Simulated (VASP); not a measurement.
Wanted: the native input for a VASP 6.6.1 run.

- Task: single point
- Functional: PBE
- Dispersion: D3(BJ)
- Potentials or basis: VASP PAW PBE potentials, release 64 (W_sv, Se)
- Cutoff: 520 eV
- k mesh: 9 × 9 × 4
- Occupations: gaussian, width 0.05 eV
- Spin: no spin polarisation
- Dipole correction: no
- Further INCAR settings: ALGO = Normal; EDIFF = 1e-06; NBANDS = 20

The structure of WSe2 lies in POSCAR:

```
WSe2
1.0
    3.3171856746      0.0000000000      0.0000000000
   -1.6585928373      2.8727670633      0.0000000000
    0.0000000000      0.0000000000      6.8423881836
W Se
1 2
Direct
    0.0000000000      0.0000000000      0.0000000000
    0.3333333333      0.6666666667      0.2405528385
    0.3333333333      0.6666666667      0.7594471615
```

This cell differs from its parent crystal: strain +e along x and -e along y +0.0000, strain +e along z and -e/2 along x and y -0.0233.

These files were run (other wordings do the same):

INCAR

```
SYSTEM = WSe2
PREC = Accurate
ENCUT = 520
EDIFF = 1E-6
ISMEAR = 0
SIGMA = 0.05
LREAL = .False.
LASPH = .True.
NELM = 100
ALGO = Normal
ISIF = 2
LWAVE = .False.
LCHARG = .False.
GGA = PE
IVDW = 12
NBANDS = 20
```

KPOINTS

```
regular mesh
0
Gamma
  9 9 4
  0 0 0
```

Potentials or basis: VASP PAW PBE potentials, release 64 (W_sv, Se).

The run is started by

```bash
$ cat potpaw_PBE.64/W_sv/POTCAR potpaw_PBE.64/Se/POTCAR > POTCAR
$ mpirun -np 1 vasp_std > vasp.out
```

Results of the run:

```json
{"Pressure": "1.0 GPa", "Largest force": "0.450 eV/Å", "Band gap on the k mesh": "1.15 eV (least direct gap 1.43 eV)", "Dispersion energy per atom": "-0.432 eV"}
```

Caveat: the cell differs from its parent crystal (strain +e along x and -e along y +0.0000, strain +e along z and -e/2 along x and y -0.0233); spin-orbit coupling is left out, which moves the levels of the heavy elements; an odd mesh through Γ misses points on the zone boundary, where band edges can lie.

Wall time 78 s on 1 thread of AMD EPYC 7R13 (shared host), peak memory 0.2 GiB.
